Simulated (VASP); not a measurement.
Al2InAs3:

```
Al In As
1.0
    -1.96295    1.96295    8.32807
     1.96295   -1.96295    8.32807
     1.96295    1.96295   -8.32807
Al In As
2 1 3
Direct
  0.41667 0.91667 0.50000
  0.08333 0.58333 0.50000
  0.75000 0.25000 0.50000
  0.83333 0.83333 0.00000
  0.50000 0.50000 0.00000
  0.16667 0.16667 0.00000
```

- Program: VASP 6.6.1
- Task: relaxation of cell and atoms
- Functional: PBE
- Potentials or basis: VASP PAW PBE potentials, release 64 (Al, In_d, As)
- Cutoff: 600 eV
- k mesh: 6 × 6 × 6
- Occupations: gaussian, width 0.1 eV
- Spin: no spin polarisation

At the start: pressure 16.5 GPa; volume 21.39 Å³/atom.

Question: Where does the relaxation end?

Answer: Over 9 steps the energy falls by 227.0 meV/atom and the volume is 25.38 Å³/atom (+18.6 %); space group I-4m2 (No. 119, to 0.05 Å).

The path:
| step | energy change (eV) | largest force (eV/Å) | pressure (GPa) | volume (Å³) |
| --- | --- | --- | --- | --- |
| 1 | 0.0000 | 2.3298 | 16.47 | 128.36 |
| 2 | -0.8833 | 0.4630 | -5.79 | 173.69 |
| 3 | -1.2764 | 0.6228 | -0.56 | 154.45 |
| 4 | -1.2763 | 0.6445 | -0.36 | 153.89 |
| 5 | -1.3193 | 0.4130 | -0.08 | 152.90 |
| 6 | -1.3548 | 0.2218 | 0.62 | 150.81 |
| 7 | -1.3606 | 0.0543 | -0.34 | 153.20 |
| 8 | -1.3613 | 0.0599 | -0.11 | 152.61 |
| 9 | -1.3618 | 0.0104 | 0.03 | 152.25 |

Final structure:
```xyz
6
Lattice="-2.0770 2.0770 8.8230 2.0770 -2.0770 8.8230 2.0770 2.0770 -8.8230" Properties=species:S:1:pos:R:3 pbc="T T T"
Al    2.0770    0.0000    7.4244
Al    2.0770    0.0000    1.3986
In    0.0000    2.0770    4.4115
As    0.0000    0.0000   14.8712
As    2.0770    2.0770    0.0000
As    0.0000    0.0000    2.7749
```

Caveat: the volume moved by over 15 % at a fixed basis, so the end points are rough.
